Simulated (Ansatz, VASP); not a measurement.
# ZrN: VASP beside Ansatz

```
CELL_PARAMETERS angstrom
0.00000 2.28022 2.28022
2.28022 0.00000 2.28022
2.28022 2.28022 0.00000
ATOMIC_POSITIONS crystal
Zr 0.50000 0.50000 0.50000
N 0.00000 0.00000 0.00000
```

Alike in both runs: functional PBE; dispersion D3(BJ); k mesh 11 × 11 × 11; occupations fermi-dirac, width 0.15 eV; no spin polarisation.

Ansatz relaxed the structure, and its values are those at the end. VASP's run is a single point on that final structure, the one shown.

|  | VASP | Ansatz |
| --- | --- | --- |
| version | VASP 6.6.1 | Ansatz 0.2.0 |
| potentials or method | VASP PAW PBE potentials, release 64 (Zr_sv, N), cutoff 600 eV | plane waves, PAW |
| valence electrons in the cell | 17 | 17 |

```tsv
	VASP	Ansatz	Ansatz less VASP
pressure (GPa)	0.1	0.0	-0.17
```
